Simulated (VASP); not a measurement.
# SnO2 (P4_2/mnm) in VASP: a series of runs

SnO2 is run at these levels: PBE; tasks: single point.

All numbers are computed with VASP 6.6.1; they aren't measurements. Logs are shortened: lines on timing, memory, paths and dates and some standing lists are left out, and cuts for length are marked.

## 1. The cell of the first run

The structure is tetragonal, space group P4_2/mnm (No. 136). The conventional cell has a = 4.441 Å, b = 4.441 Å, c = 2.979 Å, α = 90.00°, β = 90.00°, γ = 90.00°. Sn (site symmetry mmm) has 6 O at 1.92 to 1.93 Å within 2.5 Å. O (site symmetry m2m) has 3 Sn at 1.92 to 1.93 Å and 1 O at 2.43 Å within 2.5 Å.

## 2. Single point, PBE (strain -0.080 along x and y, -0.080 along z)

Contents of INCAR:

```
PREC = Accurate ; ENCUT = 520
EDIFF = 1E-6 ; ISMEAR = 0
SIGMA = 0.05 ; LREAL = False
LASPH = True ; NELM = 100
ALGO = Normal ; ISIF = 2
LWAVE = False ; LCHARG = True
GGA = PE ; LELF = True
LVHAR = True ; NBANDS = 35
```

Contents of KPOINTS:

```
regular mesh
0
Gamma
  6 6 8
```

Contents of POSCAR:

```
SnO2
1.0
    4.4414885964      0.0000000000      0.0000000000
    0.0000000000      4.4414885964      0.0000000000
    0.0000000000      0.0000000000      2.9789516654
Sn O
2 4
Direct
    0.0000000000      0.0000000000      0.0000000000
    0.5000000000      0.5000000000      0.5000000000
    0.3066050863      0.3066050863      0.0000000000
    0.1933949137      0.8066050863      0.5000000000
    0.6933949137      0.6933949137      0.0000000000
    0.8066050863      0.1933949137      0.5000000000
```

Potentials or basis: VASP PAW PBE potentials, release 64 (Sn_d, O).

On the command line:

```console
cat potpaw_PBE.64/Sn_d/POTCAR potpaw_PBE.64/O/POTCAR > POTCAR
mpirun -np 1 vasp_std > vasp.out
```

OUTCAR:

```text
PREC = Accurate
   ENCUT = 520
   EDIFF = 1E-6
   ISMEAR = 0
   LREAL = False
   LASPH = True
   NELM = 100
   ISIF = 2
   GGA = PE

 ion  position               nearest neighbor table
   1  0.000  0.000  0.000-   4 1.92   6 1.92   4 1.92   6 1.92   5 1.93   3 1.93   2 3.48   2 3.48
                             2 3.48   2 3.48   2 3.48   2 3.48   2 3.48   2 3.48
   2  0.500  0.500  0.500-   3 1.92   5 1.92   3 1.92   5 1.92   4 1.93   6 1.93   1 3.48   1 3.48
                             1 3.48   1 3.48   1 3.48   1 3.48   1 3.48   1 3.48
   3  0.307  0.307  0.000-   2 1.92   2 1.92   1 1.93
   4  0.193  0.807  0.500-   1 1.92   1 1.92   2 1.93
   5  0.693  0.693  0.000-   2 1.92   2 1.92   1 1.93
   6  0.807  0.193  0.500-   1 1.92   1 1.92   2 1.93

  LATTYP: Found a simple tetragonal cell.
 ALAT       =     4.4414885964
 C/A-ratio  =     0.6707101911

  Lattice vectors:

 A1 = (   4.4414885964,   0.0000000000,   0.0000000000)
 A2 = (   0.0000000000,   4.4414885964,   0.0000000000)
 A3 = (   0.0000000000,   0.0000000000,   2.9789516654)

Analysis of symmetry for initial positions (statically):
=====================================================================
 Subroutine PRICEL returns:
 Original cell was already a primitive cell.

 Routine SETGRP: Setting up the symmetry group for a
 simple tetragonal supercell.

 Subroutine GETGRP returns: Found 16 space group operations
 (whereof  8 operations were pure point group operations)
 out of a pool of 16 trial point group operations.

The static configuration has the point symmetry D_2h.
 The point group associated with its full space group is D_4h.

Analysis of symmetry for dynamics (positions and initial velocities):
=====================================================================
 Subroutine PRICEL returns:
 Original cell was already a primitive cell.

 Routine SETGRP: Setting up the symmetry group for a
 simple tetragonal supercell.

 Subroutine GETGRP returns: Found 16 space group operations
 (whereof  8 operations were pure point group operations)
 out of a pool of 16 trial point group operations.

The dynamic configuration has the point symmetry D_2h.
 The point group associated with its full space group is D_4h.

 Subroutine INISYM returns: Found 16 space group operations
 (whereof  8 operations are pure point group operations),
 and found     1 'primitive' translations

----------------------------------------------------------------------------------------

[... 99 lines left out ...]
   NELM   =    100;   NELMIN=  2; NELMDL= -5     # of ELM steps
   EDIFF  = 0.1E-05   stopping-criterion for ELM
   LREAL  =      F    real-space projection
   EDIFFG = 0.1E-04   stopping-criterion for IOM
   NSW    =      0    number of steps for IOM
   IBRION =     -1    ionic relax: 0-MD 1-quasi-New 2-CG
   NFREE  =      0    steps in history (QN), initial steepest desc. (CG)
   ISIF   =      2    stress and relaxation
   ISYM   =      2    0-nonsym 1-usesym 2-fastsym
   POTIM  = 0.5000    time-step for ionic-motion
   TEBEG  =    0.0;   TEEND  =   0.0 temperature during run
   PSTRESS=    0.0 pullay stress
   NELECT =      52.0000    total number of electrons
   NUPDOWN=      -1.0000    fix difference up-down
   EMIN   =  10.00;   EMAX   =-10.00  energy-range for DOS
   EFERMI =   0.00;   METHOD = LEGACY
   ISMEAR =     0;   SIGMA  =   0.05  broadening in eV -4-tet -1-fermi 0-gaus
   EFERMI_NEDOS =   21; number of points for ismear=-14 and -15
   IALGO  =     38    algorithm
   IMIX   =      4    mixing-type and parameters
     AMIX     =   0.40;   BMIX     =  1.00
     AMIX_MAG =   1.60;   BMIX_MAG =  1.00
  volume/ion in A,a.u.               =       9.79        66.09
  Fermi-wavevector in a.u.,A,eV,Ry     =   1.571698  2.970079 33.609581  2.470235
  Thomas-Fermi vector in A             =   2.673243
   LORBIT       =      0    0 simple, 1 ext, 2 COOP (PROOUT), +10 PAW based schemes
   GGA     = PE    functional components
   LHFCALC =     F    Hartree Fock is set to
   AEXX    =    0.0000 exact exchange contribution
   IVDW    =     0    specifies the selected vdW correction
   LEPSILON=     F    determine dielectric tensor
   LRPA    =     F    only Hartree local field effects (RPA)
 non-spin polarized calculation
 Gauss-broadening in eV      SIGMA  =   0.05
  energy-cutoff  :      520.00
  volume of cell :       58.77
 maximum number of plane-waves:      1608
 NGX is ok and might be reduce to    36
   NGX = 17   NGY = 17   NGZ = 11

 number of electron      51.9999962 magnetization

 Free energy of the ion-electron system (eV)
  ---------------------------------------------------
  ext. energy  EPLUGINS =         0.00000000
  ---------------------------------------------------
  free energy    TOTEN  =       -33.80323849 eV

  energy without entropy =      -33.80323849  energy(sigma->0) =      -33.80323849

 E-fermi :   8.9170     XC(G=0): -12.3398

 val. band max:        8.6561768192   @ k =   0.0000   0.0000   0.0000
 cond. band min:      12.4954741897   @ k =   0.0000   0.0000   0.0000
 fundamental gap:      3.8392973705
 Fermi energy:         8.9169599114

 k-point     1 :       0.0000    0.0000    0.0000
  band No.  band energies     occupation
      1     -13.0288      2.00000
      2     -12.3375      2.00000
      3     -11.1084      2.00000
      4     -10.9748      2.00000
      5     -10.9543      2.00000
      6     -10.9543      2.00000
[... 901 lines left out ...]
     34      22.3991      0.00000
     35      22.8549      0.00000

 [... further k-points ...]
[... 5 lines left out ...]
  --------------------------------------------------------------------------------------
  -------------------------------------------------------------------------------------
  Total       27.6129355     27.6129355     36.6533419      0.0000000      0.0000000      0.0000000
  in kB      752.8398526    752.8398526    999.3177476      0.0000000      0.0000000      0.0000000
  external PRESSURE =     834.9991509 kB  Pullay stress =       0.0000000 kB

 VOLUME and BASIS-vectors are now :
 -----------------------------------------------------------------------------
  energy-cutoff  :      520.00
  volume of cell :       58.77
      direct lattice vectors                 reciprocal lattice vectors
     4.441488596  0.000000000  0.000000000     0.225149739  0.000000000  0.000000000
     0.000000000  4.441488596  0.000000000     0.000000000  0.225149739  0.000000000
     0.000000000  0.000000000  2.978951665     0.000000000  0.000000000  0.335688562

 POSITION                                       TOTAL-FORCE (eV/Angst)
 -----------------------------------------------------------------------------------
      0.00000      0.00000      0.00000         0.000000      0.000000      0.000000
      2.22074      2.22074      1.48948         0.000000      0.000000      0.000000
      1.36178      1.36178      0.00000        -0.903345     -0.903345      0.000000
      0.85896      3.58253      1.48948         0.903345     -0.903345      0.000000
      3.07971      3.07971      0.00000         0.903345      0.903345     -0.000000
      3.58253      0.85896      1.48948        -0.903345      0.903345     -0.000000
 -----------------------------------------------------------------------------------
    total drift:                                0.000000      0.000000      0.000000

  FREE ENERGIE OF THE ION-ELECTRON SYSTEM (eV)
  ---------------------------------------------------
  free  energy   TOTEN  =       -33.8032384898 eV

  energy  without entropy=      -33.8032384898  energy(sigma->0) =      -33.80323849
```

OSZICAR:

```text
N       E                     dE             d eps       ncg     rms          rms(c)
DAV:   1     0.645136732755E+03    0.64514E+03   -0.25605E+04  4025   0.247E+03
DAV:   2     0.545203858766E+02   -0.59062E+03   -0.55682E+03  3740   0.618E+02
DAV:   3    -0.366039436866E+02   -0.91124E+02   -0.89849E+02  3745   0.209E+02
DAV:   4    -0.407928434533E+02   -0.41889E+01   -0.41627E+01  4446   0.477E+01
DAV:   5    -0.408936669047E+02   -0.10082E+00   -0.10071E+00  4497   0.766E+00    0.191E+01
DAV:   6    -0.337277815931E+02    0.71659E+01   -0.17615E+01  5587   0.646E+01    0.808E+00
DAV:   7    -0.338334915956E+02   -0.10571E+00   -0.27398E+00  4160   0.100E+01    0.376E+00
DAV:   8    -0.338103634624E+02    0.23128E-01   -0.19229E-01  5024   0.756E+00    0.982E-01
DAV:   9    -0.338026213805E+02    0.77421E-02   -0.38557E-02  5958   0.396E+00    0.194E-01
DAV:  10    -0.338031614804E+02   -0.54010E-03   -0.60319E-03  5277   0.634E-01    0.127E-01
DAV:  11    -0.338032351145E+02   -0.73634E-04   -0.42756E-04  4915   0.181E-01    0.280E-02
DAV:  12    -0.338032381156E+02   -0.30011E-05   -0.29398E-05  5315   0.964E-02    0.539E-03
DAV:  13    -0.338032392673E+02   -0.11517E-05   -0.58331E-06  5077   0.515E-02    0.856E-03
DAV:  14    -0.338032384898E+02    0.77750E-06   -0.26900E-06  3082   0.292E-02
   1 F= -.33803238E+02 E0= -.33803238E+02  d E =-.150257E-15
```

stdout:

```text
POSCAR found type information on POSCAR SnO
 POSCAR found :  2 types and       6 ions
 scaLAPACK will be used
 LDA part: xc-table for (Slater+PW92), standard interpolation
 POSCAR, INCAR and KPOINTS ok, starting setup
 FFT: planning ... GRIDC
 FFT: planning ... GRID_SOFT
 FFT: planning ... GRID
 WAVECAR not read
 entering main loop
```

Run time: 34 s. Hardware: 1 thread of Intel Xeon 6975P-C (Granite Rapids), shared host; peak memory 0.22 GiB.

What came out:

| Property | Result |
| --- | --- |
| Free energy | -33.8032 eV |
| Pressure | 83.5 GPa |
| Largest force | 1.278 eV/Å |
| Band gap on the k mesh | 3.84 eV |

Forces on the atoms (eV/Å):
```
Sn   0.000  0.000  0.000
Sn   0.000  0.000  0.000
O   -0.903 -0.903  0.000
O    0.903 -0.903  0.000
O    0.903  0.903  0.000
O   -0.903  0.903  0.000
```

Caveat: the cell differs from its parent crystal (strain -0.080 along x and y, -0.080 along z); the cell stands under pressure; spin-orbit coupling is left out, which moves the levels of the heavy elements; forces of over 1 eV/Å act on the atoms, so gaps and moduli don't describe the material at rest.

## 3. Single point, PBE (strain -0.080 along x and y, -0.040 along z)

Contents of INCAR:

```
PREC = Accurate ; ENCUT = 520
EDIFF = 1E-6 ; ISMEAR = 0
SIGMA = 0.05 ; LREAL = F
LASPH = T ; NELM = 60
ALGO = Normal ; ISIF = 2
LWAVE = F ; LCHARG = T
GGA = PE ; LELF = T
LVHAR = T ; NBANDS = 35
```

KPOINTS is that of step 2.

POSCAR: that of step 2 with these lines changed.

```diff
@@ -4,3 +4,3 @@
     0.0000000000      4.4414885964      0.0000000000
-    0.0000000000      0.0000000000      2.9789516654
+    0.0000000000      0.0000000000      3.1084713030
 Sn O
```

Potentials or basis: VASP PAW PBE potentials, release 64 (Sn_d, O).

On the command line:

```console
cat potpaw_PBE.64/Sn_d/POTCAR potpaw_PBE.64/O/POTCAR > POTCAR
mpirun -np 1 vasp_std > vasp.out
```

Wall time 33 s (1 thread of Intel Xeon 6975P-C (Granite Rapids), shared host); peak memory 0.22 GiB.

It converged, with:

```
Free energy            : -35.0903 eV
Pressure               : 60.2 GPa
Largest force          : 0.345 eV/Å
Band gap on the k mesh : 3.12 eV
```

Forces in eV/Å, atoms in the order of the input:
```
Sn   0.000  0.000  0.000
Sn   0.000  0.000  0.000
O   -0.244 -0.244  0.000
O    0.244 -0.244  0.000
O    0.244  0.244  0.000
O   -0.244  0.244  0.000
```

Stress tensor (GPa, compression positive):
```
59.08  0.00  0.00
 0.00 59.08  0.00
 0.00  0.00 62.50
```

Levels at points of the mesh, in eV from the valence-band top:
```
           k point  band 22  band 23  band 24  band 25  band 26  band 27  band 28  band 29  band 30  band 31
(0.00, 0.00, 0.00)    -1.16    -1.16    -0.85    -0.85     0.00     3.12     6.93     6.93     7.18    11.47
(0.50, 0.00, 0.00)    -2.06    -1.15    -1.15    -0.65    -0.65     6.21     6.21     7.75     7.75    13.00
(0.50, 0.50, 0.00)    -2.30    -1.28    -1.28    -0.94    -0.94     6.59     6.59     8.56     8.56    12.62
(0.00, 0.00, 0.50)    -2.61    -2.09    -2.09    -1.46    -1.46     8.18     8.18    10.98    10.98    11.46
(0.50, 0.00, 0.50)    -1.92    -1.33    -1.33    -0.34    -0.34     8.59     8.59     9.62     9.62    12.23
(0.50, 0.50, 0.50)    -2.13    -1.06    -1.06    -0.93    -0.93     6.72     6.72     9.65     9.65    12.21
```

Caveat: the cell differs from its parent crystal (strain -0.080 along x and y, -0.040 along z); the cell stands under pressure; spin-orbit coupling is left out, which moves the levels of the heavy elements.

## 4. Single point, PBE (strain -0.080 along x and y, +0.000 along z)

Contents of INCAR:

```
SYSTEM = SnO2
ALGO = Normal
EDIFF = 1E-7
ENCUT = 520
GGA = PE
ISIF = 2
ISMEAR = 0
LASPH = .True.
LCHARG = .False.
LREAL = .False.
LWAVE = .False.
NBANDS = 35
NELM = 100
PREC = Accurate
SIGMA = 0.05
```

Contents of KPOINTS:

```
k-points
0
Gamma
  6 6 8
  0 0 0
```

POSCAR: that of step 3 with these lines changed.

```diff
@@ -4,3 +4,3 @@
     0.0000000000      4.4414885964      0.0000000000
-    0.0000000000      0.0000000000      3.1084713030
+    0.0000000000      0.0000000000      3.2379909406
 Sn O
```

On the command line:

```console
cat potpaw_PBE.64/Sn_d/POTCAR potpaw_PBE.64/O/POTCAR > POTCAR
mpirun -np 1 vasp_std > vasp.out
```

Run time: 37 s. Hardware: 1 thread of Intel Xeon 6975P-C (Granite Rapids), shared host; peak memory 0.22 GiB.

It converged, with:

- Free energy: -35.8563 eV
- Pressure: 42.3 GPa
- Largest force: 0.269 eV/Å
- Band gap on the k mesh: 2.47 eV

Forces in eV/Å, atoms in the order of the input:
```
Sn   0.000  0.000  0.000
Sn   0.000  0.000  0.000
O    0.190  0.190  0.000
O   -0.190  0.190  0.000
O   -0.190 -0.190  0.000
O    0.190 -0.190  0.000
```

Stress tensor (GPa, compression positive):
```
46.25  0.00  0.00
 0.00 46.25  0.00
 0.00  0.00 34.30
```

Levels at points of the mesh, in eV from the valence-band top:
```csv
k point,band 22,band 23,band 24,band 25,band 26,band 27,band 28,band 29,band 30,band 31
"(0.00, 0.00, 0.00)",-1.27,-1.27,-0.74,-0.74,0.00,2.47,6.41,6.41,6.43,10.74
"(0.50, 0.00, 0.00)",-2.00,-1.24,-1.24,-0.59,-0.59,5.66,5.66,7.25,7.25,12.78
"(0.50, 0.50, 0.00)",-2.24,-1.41,-1.41,-0.78,-0.78,5.93,5.93,8.10,8.10,12.30
"(0.00, 0.00, 0.50)",-2.54,-1.96,-1.96,-1.35,-1.35,7.51,7.51,10.66,10.66,10.79
"(0.50, 0.00, 0.50)",-1.84,-1.18,-1.18,-0.30,-0.30,7.99,7.99,9.41,9.41,11.49
"(0.50, 0.50, 0.50)",-1.95,-0.94,-0.94,-0.77,-0.77,6.26,6.26,9.49,9.49,11.46
```

Caveat: the cell differs from its parent crystal (strain -0.080 along x and y, +0.000 along z); the cell stands under pressure; spin-orbit coupling is left out, which moves the levels of the heavy elements.

(Continued in part 2 of 3.)
